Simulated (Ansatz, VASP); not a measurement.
**Na in VASP and in Ansatz**

File INCAR:

```
SYSTEM = Na
PREC = Accurate
ENCUT = 520
EDIFF = 1E-6
ISMEAR = -1
SIGMA = 0.03
LREAL = .False.
LASPH = .True.
NELM = 60
ALGO = Normal
ISIF = 2
LWAVE = .False.
LCHARG = .False.
GGA = PS
NBANDS = 10
```

The input KPOINTS:

```
regular mesh
0
Gamma
  11 11 11
  0 0 0
```

The input POSCAR:

```
Na
1.0
   -2.1386750000      2.1175000000      2.1175000000
    2.1175000000     -2.1386750000      2.1175000000
    2.1175000000      2.1175000000     -2.1386750000
Na
1
Direct
    0.0000000000      0.0000000000      0.0000000000
```

Input for Ansatz:

```yaml
crystal:
  lattice:
    - [-2.138675, 2.1175, 2.1175]
    - [2.1175, -2.138675, 2.1175]
    - [2.1175, 2.1175, -2.138675]
  atoms:
    - { symbol: Na, position: [0.0, 0.0, 0.0] }
kpoints:
  mp_grid: { grid: [11, 11, 11] }
  band_path:
    path:
      - [0.0, 0.0, 0.0]
      - [0.0, 0.0, 0.5]
      - [-0.5, 0.5, 0.5]
      - [-0.7524689983, 0.2475310017, 0.2475310017]
      - [0.2475310017, 0.2475310017, 0.2475310017]
      - [0.0, 0.0, 0.0]
      - [-0.5, 0.0, 0.5]
    npoints: 5
scf:
  occupations: { method: fermi_dirac, width: 0.03 }
hamiltonian:
  xc: pbesol
  pseudopotentials: { kind: all_electron, lapw: { basis_error: 0.0005 } }
output:
  forces: true
  stress: true
  eigenvalues: true
```

Change from the starting cell: equal xy, yz and zx shear strains of -1 %.

Alike in both runs: task single point; functional PBEsol; k mesh 11 × 11 × 11; occupations fermi-dirac, width 0.03 eV; no spin polarisation.

|  | VASP | Ansatz |
| --- | --- | --- |
| version | VASP 6.6.1 | Ansatz 0.2.0 |
| potentials or method | VASP PAW PBE potentials, release 64 (Na_pv), cutoff 520 eV | all-electron LAPW, scalar-relativistic |

Ansatz gave:

```
pressure (GPa)                                                : -0.3
traceless stress, the component that is largest in VASP (GPa) : 0.07
```

Question: What did VASP give for the same quantities?

Answer: Pressure (GPa): -0.4; traceless stress, the component that is largest in VASP (GPa): 0.07.

VASP's potentials were made for PBE, not for PBEsol. Ansatz ran all-electron here, and VASP with PAW potentials.
